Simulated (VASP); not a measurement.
# SiC (R3m) in VASP: a series of runs

SiC is run at these levels: PBEsol; tasks: single point.

Program: VASP 6.6.1. These are calculated values, not measurements. Logs are shortened: lines on timing, memory, paths and dates and some standing lists are left out, and cuts for length are marked.

## Step 1: The cell of the first run

The structure is trigonal, space group R3m (No. 160). Conventional cell: a = 3.012 Å, b = 3.012 Å, c = 6.947 Å, α = 90.00°, β = 90.00°, γ = 120.00°. Si (site symmetry 3m) has 4 C at 1.74 to 1.83 Å within 2.3 Å. Within 2.3 Å of C (site symmetry 3m) lie 4 Si at 1.74 to 1.83 Å.

## Step 2: Single point, PBEsol

INCAR reads:

```
SYSTEM = SiC
ALGO = Normal
EDIFF = 1E-7
ENCUT = 520
GGA = PS
ISIF = 2
ISMEAR = 0
LASPH = .True.
LCHARG = .True.
LELF = .True.
LREAL = .False.
LVHAR = .True.
LWAVE = .False.
NBANDS = 11
NELM = 100
PREC = Accurate
SIGMA = 0.05
```

KPOINTS reads:

```
k-points
0
Gamma
  12 12 12
  0 0 0
```

POSCAR reads:

```
SiC
1.0
    0.0000000000      2.1298249728      2.1298249728
    2.1298249728      0.0000000000      2.1298249728
    2.0469037872      2.0469037872      0.0829211856
Si C
1 1
Direct
    0.0000000000      0.0000000000      0.0000000000
    0.7500000000      0.7500000000      0.7500000000
```

Potentials or basis: VASP PAW PBE potentials, release 64 (Si, C).

Command:

```
$ cat potpaw_PBE.64/Si/POTCAR potpaw_PBE.64/C/POTCAR > POTCAR
$ mpirun -np 1 vasp_std > vasp.out
```

OUTCAR:

```text
SYSTEM = SiC
   EDIFF = 1E-7
   ENCUT = 520
   GGA = PS
   ISIF = 2
   ISMEAR = 0
   LASPH = .True.
   LREAL = .False.
   NELM = 100
   PREC = Accurate

 ion  position               nearest neighbor table
   1  0.000  0.000  0.000-   2 1.74   2 1.83   2 1.83   2 1.83
   2  0.750  0.750  0.750-   1 1.74   1 1.83   1 1.83   1 1.83

  LATTYP: Found a trigonal (rhomboedric) cell.
 ALAT       =     2.8959465035
 COS(alpha) =     0.4591127303

  Lattice vectors:

 A1 = (   2.0469037872,  -0.0829211856,  -2.0469037872)
 A2 = (  -0.0829211856,   2.0469037872,  -2.0469037872)
 A3 = (   2.0469037872,   2.0469037872,   0.0829211856)

Analysis of symmetry for initial positions (statically):
=====================================================================
 Subroutine PRICEL returns:
 Original cell was already a primitive cell.

 Routine SETGRP: Setting up the symmetry group for a
 trigonal (rhombohedral) supercell.

 Subroutine GETGRP returns: Found  6 space group operations
 (whereof  6 operations were pure point group operations)
 out of a pool of 12 trial point group operations.

The static configuration has the point symmetry C_3v.

Analysis of symmetry for dynamics (positions and initial velocities):
=====================================================================
 Subroutine PRICEL returns:
 Original cell was already a primitive cell.

 Routine SETGRP: Setting up the symmetry group for a
 trigonal (rhombohedral) supercell.

 Subroutine GETGRP returns: Found  6 space group operations
 (whereof  6 operations were pure point group operations)
 out of a pool of 12 trial point group operations.

The dynamic configuration has the point symmetry C_3v.

 Subroutine INISYM returns: Found  6 space group operations
 (whereof  6 operations are pure point group operations),
 and found     1 'primitive' translations

----------------------------------------------------------------------------------------

                                     Primitive cell

  volume of cell :      18.1940

  direct lattice vectors                    reciprocal lattice vectors
     0.000000000  2.129824973  2.129824973    -0.239614532  0.229907617  0.239614532
     2.129824973  0.000000000  2.129824973     0.229907617 -0.239614532  0.239614532
     2.046903787  2.046903787  0.082921186     0.249321447  0.249321447 -0.249321447

  length of vectors
     3.012027362  3.012027362  2.895946503     0.409496961  0.409496961  0.431837414

  position of ions in fractional coordinates (direct lattice)
     0.000000000  0.000000000  0.000000000
     0.750000000  0.750000000  0.750000000

  ion indices of the primitive-cell ions
   primitive index   ion index
                 1           1
                 2           2

----------------------------------------------------------------------------------------

 KPOINTS: k-points

Automatic generation of k-mesh.
 Grid dimensions read from file:
 generate k-points for:   12   12   12

 Generating k-lattice:

  Cartesian coordinates                     Fractional coordinates (reciprocal lattice)
    -0.019967878  0.019158968  0.019967878     0.083333333  0.000000000 -0.000000000
     0.019158968 -0.019967878  0.019967878     0.000000000  0.083333333 -0.000000000
     0.020776787  0.020776787 -0.020776787     0.000000000  0.000000000  0.083333333

  Length of vectors
     0.034124747  0.034124747  0.035986451

  Shift w.r.t. Gamma in fractional coordinates (k-lattice)
     0.000000000  0.000000000  0.000000000

 Subroutine IBZKPT returns following result:
 ===========================================

 Found    189 irreducible k-points:

 Following reciprocal coordinates:
            Coordinates               Weight
  0.000000  0.000000  0.000000      1.000000
  0.083333  0.000000 -0.000000      6.000000
  0.166667  0.000000  0.000000      6.000000
  0.250000  0.000000 -0.000000      6.000000
  0.333333  0.000000 -0.000000      6.000000
  0.416667  0.000000 -0.000000      6.000000
[... 16 lines left out ...]
  0.500000  0.166667 -0.000000     12.000000
 -0.416667  0.166667  0.000000     12.000000
 [... further k-points ...]
   k-points           NKPTS =    189   k-points in BZ     NKDIM =    189   number of bands    NBANDS=     11
   number of dos      NEDOS =    301   number of ions     NIONS =      2
   total plane-waves  NPLWV =  13824
   dimension x,y,z NGX =    24 NGY =   24 NGZ =   24
   dimension x,y,z NGXF=    48 NGYF=   48 NGZF=   48
   ions per type =               1   1
   NGX,Y,Z   is equivalent  to a cutoff of  13.25, 13.25, 13.78 a.u.
   NGXF,Y,Z  is equivalent  to a cutoff of  26.49, 26.49, 27.56 a.u.
 SYSTEM =  SiC
   PREC   = accura    normal or accurate (medium, high low for compatibility)
   ISTART =      0    job   : 0-new  1-cont  2-samecut
   ICHARG =      2    charge: 1-file 2-atom 10-const
   ISPIN  =      1    spin polarized calculation?
   LNONCOLLINEAR =      F non collinear calculations
   LSORBIT =      F    spin-orbit coupling
   LASPH  =      T    aspherical Exc in radial PAW
   ENCUT  =  520.0 eV  38.22 Ry    6.18 a.u.   5.60  5.60  5.38*2*pi/ulx,y,z
   NELM   =    100;   NELMIN=  2; NELMDL= -5     # of ELM steps
   EDIFF  = 0.1E-06   stopping-criterion for ELM
   LREAL  =      F    real-space projection
   EDIFFG = 0.1E-05   stopping-criterion for IOM
   NSW    =      0    number of steps for IOM
   IBRION =     -1    ionic relax: 0-MD 1-quasi-New 2-CG
   NFREE  =      0    steps in history (QN), initial steepest desc. (CG)
   ISIF   =      2    stress and relaxation
   ISYM   =      2    0-nonsym 1-usesym 2-fastsym
   POTIM  = 0.5000    time-step for ionic-motion
   TEBEG  =    0.0;   TEEND  =   0.0 temperature during run
   PSTRESS=    0.0 pullay stress
   NELECT =       8.0000    total number of electrons
   NUPDOWN=      -1.0000    fix difference up-down
   EMIN   =  10.00;   EMAX   =-10.00  energy-range for DOS
   EFERMI =   0.00;   METHOD = LEGACY
   ISMEAR =     0;   SIGMA  =   0.05  broadening in eV -4-tet -1-fermi 0-gaus
   EFERMI_NEDOS =   21; number of points for ismear=-14 and -15
   IALGO  =     38    algorithm
   IMIX   =      4    mixing-type and parameters
     AMIX     =   0.40;   BMIX     =  1.00
     AMIX_MAG =   1.60;   BMIX_MAG =  1.00
  volume/ion in A,a.u.               =       9.10        61.39
  Fermi-wavevector in a.u.,A,eV,Ry     =   1.244884  2.352489 21.085429  1.549735
  Thomas-Fermi vector in A             =   2.379131
   LORBIT       =      0    0 simple, 1 ext, 2 COOP (PROOUT), +10 PAW based schemes
   GGA     = PS    functional components
   LHFCALC =     F    Hartree Fock is set to
   AEXX    =    0.0000 exact exchange contribution
   IVDW    =     0    specifies the selected vdW correction
   LEPSILON=     F    determine dielectric tensor
   LRPA    =     F    only Hartree local field effects (RPA)
 non-spin polarized calculation
 Gauss-broadening in eV      SIGMA  =   0.05
  energy-cutoff  :      520.00
  volume of cell :       18.19
 maximum number of plane-waves:       513
   NGX = 11   NGY = 11   NGZ = 11

 number of electron       8.0000000 magnetization

 Free energy of the ion-electron system (eV)
  ---------------------------------------------------
  ext. energy  EPLUGINS =         0.00000000
  ---------------------------------------------------
  free energy    TOTEN  =       -15.54661044 eV

  energy without entropy =      -15.54661044  energy(sigma->0) =      -15.54661044

 E-fermi :  10.0733     XC(G=0): -12.0662

 val. band max:        9.8240084712   @ k =   0.0000   0.0000   0.0000
 cond. band min:      10.6079969246   @ k =   0.5000   0.5000   0.0000
 fundamental gap:      0.7839884534
 Fermi energy:        10.0733223341

 k-point     1 :       0.0000    0.0000    0.0000
  band No.  band energies     occupation
      1      -6.9135      2.00000
      2       9.4247      2.00000
      3       9.4247      2.00000
      4       9.8240      2.00000
      5      16.6182      0.00000
      6      17.2503      0.00000
      7      17.2503      0.00000
      8      19.5340      0.00000
      9      24.8537      0.00000
     10      24.8537      0.00000
     11      27.5884      0.00000

 k-point     2 :       0.0833    0.0000   -0.0000
  band No.  band energies     occupation
      1      -6.7672      2.00000
      2       8.6717      2.00000
      3       9.3471      2.00000
      4       9.6992      2.00000
      5      16.8808      0.00000
      6      17.4337      0.00000
      7      17.5257      0.00000
      8      19.6235      0.00000
      9      23.9148      0.00000
     10      24.2119      0.00000
     11      26.9920      0.00000

 k-point     3 :       0.1667    0.0000    0.0000
  band No.  band energies     occupation
      1      -6.3322      2.00000
      2       6.9073      2.00000
      3       9.1554      2.00000
      4       9.4487      2.00000
      5      16.9213      0.00000
      6      17.7945      0.00000
      7      18.3522      0.00000
      8      19.8727      0.00000
      9      22.9015      0.00000
     10      23.6253      0.00000
     11      26.2356      0.00000

 k-point     4 :       0.2500    0.0000   -0.0000
  band No.  band energies     occupation
      1      -5.6222      2.00000
      2       4.8344      2.00000
      3       8.9316      2.00000
      4       9.1580      2.00000
      5      16.7411      0.00000
      6      17.8523      0.00000
      7      18.7477      0.00000
      8      20.1591      0.00000
      9      22.9238      0.00000
     10      24.0630      0.00000
     11      25.9403      0.00000
[... 239 lines left out ...]
 k-point    22 :       0.4167    0.1667   -0.0000
  band No.  band energies     occupation
      1      -3.7848      2.00000
      2       2.4693      2.00000
      3       7.2359      2.00000
      4       7.8858      2.00000
      5      14.8721      0.00000
      6      18.2225      0.00000
      7      19.5998      0.00000
      8      20.0907      0.00000
      9      24.0771      0.00000
     10      28.0282      0.00000
     11      29.2871      0.00000

 k-point    23 :       0.5000    0.1667   -0.0000
  band No.  band energies     occupation
      1      -2.7992      2.00000
      2       1.0131      2.00000
      3       6.7282      2.00000
      4       7.9634      2.00000
      5      14.9450      0.00000
      6      18.3520      0.00000
      7      19.5365      0.00000
      8      20.8479      0.00000
      9      24.4202      0.00000
     10      28.2485      0.00000
     11      29.4181      0.00000

 k-point    24 :      -0.4167    0.1667    0.0000
  band No.  band energies     occupation
      1      -2.6406      2.00000
      2       0.8097      2.00000
      3       6.3385      2.00000
      4       8.2038      2.00000
      5      15.2890      0.00000
      6      18.2529      0.00000
      7      19.3271      0.00000
      8      21.6816      0.00000
      9      24.8776      0.00000
     10      26.6190      0.00000
     11      29.1477      0.00000

 [... further k-points ...]
[... 5 lines left out ...]
  --------------------------------------------------------------------------------------
  -------------------------------------------------------------------------------------
  Total        4.3325716      4.3325716      4.3325716      1.8353646     -1.8353646     -1.8353646
  in kB      381.5295191    381.5295191    381.5295191    161.6235849   -161.6235849   -161.6235849
  external PRESSURE =     381.5295191 kB  Pullay stress =       0.0000000 kB

 VOLUME and BASIS-vectors are now :
 -----------------------------------------------------------------------------
  energy-cutoff  :      520.00
  volume of cell :       18.19
      direct lattice vectors                 reciprocal lattice vectors
     0.000000000  2.129824973  2.129824973    -0.239614532  0.229907617  0.239614532
     2.129824973  0.000000000  2.129824973     0.229907617 -0.239614532  0.239614532
     2.046903787  2.046903787  0.082921186     0.249321447  0.249321447 -0.249321447

 POSITION                                       TOTAL-FORCE (eV/Angst)
 -----------------------------------------------------------------------------------
      0.00000      0.00000      0.00000        -0.801335     -0.801335      0.801335
      3.13255      3.13255      3.25693         0.801335      0.801335     -0.801335
 -----------------------------------------------------------------------------------
    total drift:                               -0.000005     -0.000005      0.000005

  FREE ENERGIE OF THE ION-ELECTRON SYSTEM (eV)
  ---------------------------------------------------
  free  energy   TOTEN  =       -15.5466104356 eV

  energy  without entropy=      -15.5466104356  energy(sigma->0) =      -15.54661044
```

Run time: 18 s. Hardware: 1 thread of Intel Xeon 6975P-C, shared host; peak memory 0.16 GiB.

Results:

```yaml
Free_energy: -15.5466 eV
Pressure: 38.2 GPa
Largest_force: 1.388 eV/Å
Band_gap_on_the_k_mesh: 0.78 eV, indirect (least direct gap 4.10 eV)
```

Forces in eV/Å, atoms in the order of the input:
```
Si  -0.801 -0.801  0.801
C    0.801  0.801 -0.801
```

Levels at points of the mesh, in eV from the valence-band top:
```tsv
k point	band 1	band 2	band 3	band 4	band 5	band 6	band 7	band 8
(0.00, 0.00, 0.00)	-16.74	-0.40	-0.40	0.00	6.79	7.43	7.43	9.71
(0.50, 0.00, 0.00)	-12.79	-9.65	-1.24	-1.14	6.51	7.15	8.19	10.56
(0.50, 0.50, 0.00)	-11.04	-8.52	-4.08	-3.31	0.78	4.52	14.83	15.19
(0.00, 0.00, 0.50)	-12.12	-9.41	-1.72	-1.72	5.40	6.84	6.84	9.96
```

Caveat: the PAW data sets were made with another functional, which shifts forces and pressure a little. A k mesh can miss the band edges.

(Continued in part 2 of 2.)
